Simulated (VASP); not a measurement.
# ErC3 (P-6m2) in VASP: single point with PBE

Aim: the single point of ErC3 with PBE.

Everything below comes from runs of VASP 6.6.1. Logs are shortened: lines on timing, memory, paths and dates and some standing lists are left out, and cuts for length are marked.

### Step 1. The cell of the first run

Symmetry: P-6m2, No. 187, hexagonal system. The conventional cell has a = 4.050 Å, b = 4.050 Å, c = 6.901 Å, α = 90.00°, β = 90.00°, γ = 120.00°. Within 3.1 Å of Er (site symmetry -6m2) lie 9 C at 2.34 to 2.69 Å. Within 1.8 Å of C (site symmetry -6m2) lie 2 C at 1.33 Å. C (site symmetry 3m) has 1 C at 1.33 Å within 1.8 Å.

The cell was built from a structure type or drawn by symmetry, and may not be a known phase.

### Step 2. Single point, PBE

Input file INCAR:

```
  ALGO = Normal
  EDIFF = 1E-6
  ENCUT = 600
  GGA = PE
  GGA_COMPAT = F
  ISIF = 2
  ISMEAR = 0
  LASPH = T
  LCHARG = T
  LELF = T
  LMAXMIX = 6
  LREAL = F
  LVHAR = T
  LWAVE = F
  NBANDS = 18
  NELM = 200
  PREC = Accurate
  SIGMA = 0.2
```

Input file KPOINTS:

```
k-points
0
Gamma
  7 7 3
```

Input file POSCAR:

```
ErC3
1.0
    4.0501608018      0.0000000000      0.0000000000
   -2.0250804009      3.5075421437      0.0000000000
    0.0000000000      0.0000000000      6.9008381242
Er C
1 3
Direct
    0.6666666667      0.3333333333      0.5000000000
    0.3333333333      0.6666666667      0.5000000000
    0.3333333333      0.6666666667      0.6933594845
    0.3333333333      0.6666666667      0.3066405155
```

Potentials or basis: VASP PAW PBE potentials, release 64 (Er_3, C), 4f in core.

Command:

```console
$ cat potpaw_PBE.64/Er_3/POTCAR potpaw_PBE.64/C/POTCAR > POTCAR
$ mpirun -np 1 vasp_std > vasp.out
```

OUTCAR:

```text
EDIFF = 1E-6
   ENCUT = 600
   GGA = PE
   ISIF = 2
   ISMEAR = 0
   LASPH = T
   LREAL = F
   NELM = 200
   PREC = Accurate

 ion  position               nearest neighbor table
   1  0.667  0.333  0.500-   2 2.34   2 2.34   2 2.34   3 2.69   4 2.69   3 2.69   4 2.69   4 2.69
                             3 2.69
   2  0.333  0.667  0.500-   3 1.33   4 1.33   1 2.34   1 2.34   1 2.34
   3  0.333  0.667  0.693-   2 1.33   1 2.69   1 2.69   1 2.69
   4  0.333  0.667  0.307-   2 1.33   1 2.69   1 2.69   1 2.69

  LATTYP: Found a hexagonal cell.
 ALAT       =     4.0501608018
 C/A-ratio  =     1.7038429983

  Lattice vectors:

 A1 = (   4.0501608018,   0.0000000000,   0.0000000000)
 A2 = (  -2.0250804009,   3.5075421437,   0.0000000000)
 A3 = (   0.0000000000,   0.0000000000,   6.9008381242)

Analysis of symmetry for initial positions (statically):
=====================================================================
 Subroutine PRICEL returns:
 Original cell was already a primitive cell.

 Routine SETGRP: Setting up the symmetry group for a
 hexagonal supercell.

 Subroutine GETGRP returns: Found 12 space group operations
 (whereof 12 operations were pure point group operations)
 out of a pool of 24 trial point group operations.

The static configuration has the point symmetry D_3h.

Analysis of symmetry for dynamics (positions and initial velocities):
=====================================================================
 Subroutine PRICEL returns:
 Original cell was already a primitive cell.

 Routine SETGRP: Setting up the symmetry group for a
 hexagonal supercell.

 Subroutine GETGRP returns: Found 12 space group operations
 (whereof 12 operations were pure point group operations)
 out of a pool of 24 trial point group operations.

The dynamic configuration has the point symmetry D_3h.

 Subroutine INISYM returns: Found 12 space group operations
 (whereof 12 operations are pure point group operations),
 and found     1 'primitive' translations

----------------------------------------------------------------------------------------

                                     Primitive cell

  volume of cell :      98.0341

  direct lattice vectors                    reciprocal lattice vectors
     4.050160802  0.000000000  0.000000000     0.246903777  0.142549962  0.000000000
    -2.025080401  3.507542144  0.000000000     0.000000000  0.285099924  0.000000000
     0.000000000  0.000000000  6.900838124     0.000000000  0.000000000  0.144909934

  length of vectors
     4.050160802  4.050160802  6.900838124     0.285099924  0.285099924  0.144909934

  position of ions in fractional coordinates (direct lattice)
     0.666666667  0.333333333  0.500000000
     0.333333333  0.666666667  0.500000000
     0.333333333  0.666666667  0.693359485
     0.333333333  0.666666667  0.306640515

  ion indices of the primitive-cell ions
   primitive index   ion index
                 1           1
                 2           2
                 3           3
                 4           4

----------------------------------------------------------------------------------------

 KPOINTS: k-points

Automatic generation of k-mesh.
 Grid dimensions read from file:
 generate k-points for:    7    7    3

 Generating k-lattice:

  Cartesian coordinates                     Fractional coordinates (reciprocal lattice)
     0.035271968  0.020364280  0.000000000     0.142857143  0.000000000  0.000000000
     0.000000000  0.040728561  0.000000000     0.000000000  0.142857143  0.000000000
     0.000000000  0.000000000  0.048303311     0.000000000  0.000000000  0.333333333

  Length of vectors
     0.040728561  0.040728561  0.048303311

  Shift w.r.t. Gamma in fractional coordinates (k-lattice)
     0.000000000  0.000000000  0.000000000

 Subroutine IBZKPT returns following result:
 ===========================================

 Found     16 irreducible k-points:

 Following reciprocal coordinates:
            Coordinates               Weight
  0.000000  0.000000  0.000000      1.000000
  0.142857  0.000000  0.000000      6.000000
  0.285714 -0.000000  0.000000      6.000000
  0.428571  0.000000  0.000000      6.000000
  0.142857  0.142857  0.000000      6.000000
  0.285714  0.142857  0.000000     12.000000
[... 8 lines left out ...]
  0.428571  0.142857  0.333333     12.000000
  0.285714  0.285714  0.333333     12.000000
   k-points           NKPTS =     16   k-points in BZ     NKDIM =     16   number of bands    NBANDS=     18
   number of dos      NEDOS =    301   number of ions     NIONS =      4
   total plane-waves  NPLWV =  57344
   dimension x,y,z NGX =    32 NGY =   32 NGZ =   56
   dimension x,y,z NGXF=    64 NGYF=   64 NGZF=  112
   ions per type =               1   3
   NGX,Y,Z   is equivalent  to a cutoff of  13.13, 13.13, 13.49 a.u.
   NGXF,Y,Z  is equivalent  to a cutoff of  26.27, 26.27, 26.98 a.u.
 SYSTEM =  unknown system
   PREC   = accura    normal or accurate (medium, high low for compatibility)
   ISTART =      0    job   : 0-new  1-cont  2-samecut
   ICHARG =      2    charge: 1-file 2-atom 10-const
   ISPIN  =      1    spin polarized calculation?
   LNONCOLLINEAR =      F non collinear calculations
   LSORBIT =      F    spin-orbit coupling
   LASPH  =      T    aspherical Exc in radial PAW
   ENCUT  =  600.0 eV  44.10 Ry    6.64 a.u.   8.09  8.09 13.78*2*pi/ulx,y,z
   NELM   =    200;   NELMIN=  2; NELMDL= -5     # of ELM steps
   EDIFF  = 0.1E-05   stopping-criterion for ELM
   LREAL  =      F    real-space projection
   EDIFFG = 0.1E-04   stopping-criterion for IOM
   NSW    =      0    number of steps for IOM
   IBRION =     -1    ionic relax: 0-MD 1-quasi-New 2-CG
   NFREE  =      0    steps in history (QN), initial steepest desc. (CG)
   ISIF   =      2    stress and relaxation
   ISYM   =      2    0-nonsym 1-usesym 2-fastsym
   POTIM  = 0.5000    time-step for ionic-motion
   TEBEG  =    0.0;   TEEND  =   0.0 temperature during run
   PSTRESS=    0.0 pullay stress
   NELECT =      21.0000    total number of electrons
   NUPDOWN=      -1.0000    fix difference up-down
   EMIN   =  10.00;   EMAX   =-10.00  energy-range for DOS
   EFERMI =   0.00;   METHOD = LEGACY
   ISMEAR =     0;   SIGMA  =   0.20  broadening in eV -4-tet -1-fermi 0-gaus
   EFERMI_NEDOS =   21; number of points for ismear=-14 and -15
   IALGO  =     38    algorithm
   IMIX   =      4    mixing-type and parameters
     AMIX     =   0.40;   BMIX     =  1.00
     AMIX_MAG =   1.60;   BMIX_MAG =  1.00
  volume/ion in A,a.u.               =      24.51       165.39
  Fermi-wavevector in a.u.,A,eV,Ry     =   0.979540  1.851063 13.054776  0.959499
  Thomas-Fermi vector in A             =   2.110401
   LORBIT       =      0    0 simple, 1 ext, 2 COOP (PROOUT), +10 PAW based schemes
   GGA     = PE    functional components
   LHFCALC =     F    Hartree Fock is set to
   AEXX    =    0.0000 exact exchange contribution
   IVDW    =     0    specifies the selected vdW correction
   LEPSILON=     F    determine dielectric tensor
   LRPA    =     F    only Hartree local field effects (RPA)
 non-spin polarized calculation
 Gauss-broadening in eV      SIGMA  =   0.20
  energy-cutoff  :      600.00
  volume of cell :       98.03
 maximum number of plane-waves:      3286
   NGX = 17   NGY = 17   NGZ = 27

 number of electron      21.0000002 magnetization

 Free energy of the ion-electron system (eV)
  ---------------------------------------------------
  ext. energy  EPLUGINS =         0.00000000
  ---------------------------------------------------
  free energy    TOTEN  =       -27.53264325 eV

  energy without entropy =      -27.43933504  energy(sigma->0) =      -27.48598914

 E-fermi :  -1.0745     XC(G=0):  -7.1048

 val. band max:       -1.0971728392   @ k =   0.1429   0.0000   0.0000
 cond. band min:      -1.0718002850   @ k =   0.2857   0.1429   0.0000
 fundamental gap:      0.0253725542
 Fermi energy:        -1.0745048358

 k-point     1 :       0.0000    0.0000    0.0000
  band No.  band energies     occupation
      1     -25.8365      2.00000
      2     -25.8365      2.00000
      3     -25.6422      2.00000
      4     -16.7756      2.00000
      5     -12.8144      2.00000
      6      -6.2265      2.00000
[... 10 lines left out ...]
     17       3.9162      0.00000
     18       6.0906      0.00000

 k-point     2 :       0.1429    0.0000    0.0000
  band No.  band energies     occupation
      1     -25.8862      2.00000
      2     -25.8456      2.00000
      3     -25.6364      2.00000
      4     -16.6569      2.00000
      5     -12.8410      2.00000
      6      -6.3417      2.00000
[... 10 lines left out ...]
     17       4.2039      0.00000
     18       6.3340      0.00000

 k-point     3 :       0.2857   -0.0000    0.0000
  band No.  band energies     occupation
      1     -25.9944      2.00000
      2     -25.8658      2.00000
      3     -25.6232      2.00000
      4     -16.3941      2.00000
      5     -12.9000      2.00000
      6      -6.4901      2.00000
[... 10 lines left out ...]
     17       4.8956      0.00000
     18       5.9479      0.00000

 k-point     4 :       0.4286    0.0000    0.0000
  band No.  band energies     occupation
      1     -26.0779      2.00000
      2     -25.8819      2.00000
      3     -25.6126      2.00000
      4     -16.1878      2.00000
      5     -12.9466      2.00000
      6      -6.5084      2.00000
[... 207 lines left out ...]
      4     -16.2300      2.00000
      5     -12.9379      2.00000
      6      -6.4753      2.00000
[... 10 lines left out ...]
     17       5.3841      0.00000
     18       5.4562      0.00000

 k-point    15 :       0.4286    0.1429    0.3333
  band No.  band energies     occupation
      1     -26.0820      2.00000
      2     -25.9062      2.00000
      3     -25.6097      2.00000
      4     -16.1264      2.00000
      5     -12.9605      2.00000
      6      -6.4409      2.00000
[... 10 lines left out ...]
     17       5.6743      0.00000
     18       6.4931      0.00000

 k-point    16 :       0.2857    0.2857    0.3333
  band No.  band energies     occupation
      1     -26.0682      2.00000
      2     -25.9333      2.00000
      3     -25.6084      2.00000
      4     -16.0964      2.00000
      5     -12.9652      2.00000
      6      -6.3680      2.00000
[... 10 lines left out ...]
     17       5.8368      0.00000
     18       6.9262      0.00000

------------------------ aborting loop because EDIFF is reached ----------------------------------------

  FORCE on cell =-STRESS in cart. coord.  units (eV):
  Direction    XX          YY          ZZ          XY          YZ          ZX
  --------------------------------------------------------------------------------------
  -------------------------------------------------------------------------------------
  Total        0.2362842      0.2362842      0.1688697      0.0000000      0.0000000      0.0000000
  in kB        3.8616088      3.8616088      2.7598485      0.0000000      0.0000000      0.0000000
  external PRESSURE =       3.4943554 kB  Pullay stress =       0.0000000 kB

 VOLUME and BASIS-vectors are now :
 -----------------------------------------------------------------------------
  energy-cutoff  :      600.00
  volume of cell :       98.03
      direct lattice vectors                 reciprocal lattice vectors
     4.050160802  0.000000000  0.000000000     0.246903777  0.142549962  0.000000000
    -2.025080401  3.507542144  0.000000000     0.000000000  0.285099924  0.000000000
     0.000000000  0.000000000  6.900838124     0.000000000  0.000000000  0.144909934

 POSITION                                       TOTAL-FORCE (eV/Angst)
 -----------------------------------------------------------------------------------
      2.02508      1.16918      3.45042        -0.000000      0.000000      0.000000
     -0.00000      2.33836      3.45042         0.000000      0.000000      0.000000
     -0.00000      2.33836      4.78476         0.000000     -0.000000      0.065063
     -0.00000      2.33836      2.11608         0.000000     -0.000000     -0.065063
 -----------------------------------------------------------------------------------
    total drift:                                0.000000     -0.000000      0.000000

  FREE ENERGIE OF THE ION-ELECTRON SYSTEM (eV)
  ---------------------------------------------------
  free  energy   TOTEN  =       -27.5326432483 eV

  energy  without entropy=      -27.4393350352  energy(sigma->0) =      -27.48598914
```

Run time: 25 s. Hardware: 1 thread of AMD EPYC 9R45 (Zen 5), shared host; peak memory 0.21 GiB.

What came out:

| Quantity | Value |
| --- | --- |
| Free energy | -27.5326 eV |
| Pressure | 0.3 GPa |
| Largest force | 0.065 eV/Å |
| Band gap on the k mesh | zero (an odd number of electrons rules out a gap without spin polarisation) |

Forces in eV/Å, atoms in the order of the input:
```
Er   0.000  0.000  0.000
C    0.000  0.000  0.000
C    0.000  0.000  0.065
C    0.000  0.000 -0.065
```

Stress tensor (GPa, compression positive):
```
0.39 0.00 0.00
0.00 0.39 0.00
0.00 0.00 0.28
```

Levels at points of the mesh, in eV from the Fermi level:
```tsv
k point	band 7	band 8	band 9	band 10	band 11	band 12	band 13	band 14
(0.00, 0.00, 0.00)	-5.15	-3.27	-1.50	0.14	0.14	2.23	4.50	4.96
```

Caveat: spin-orbit coupling is left out, which moves the levels of the heavy elements; this functional lacks dispersion, which binds the layers, so the pressure and a relaxed spacing across them are unreliable; the 4f electrons are frozen in the core, so they carry no moment and show no levels.
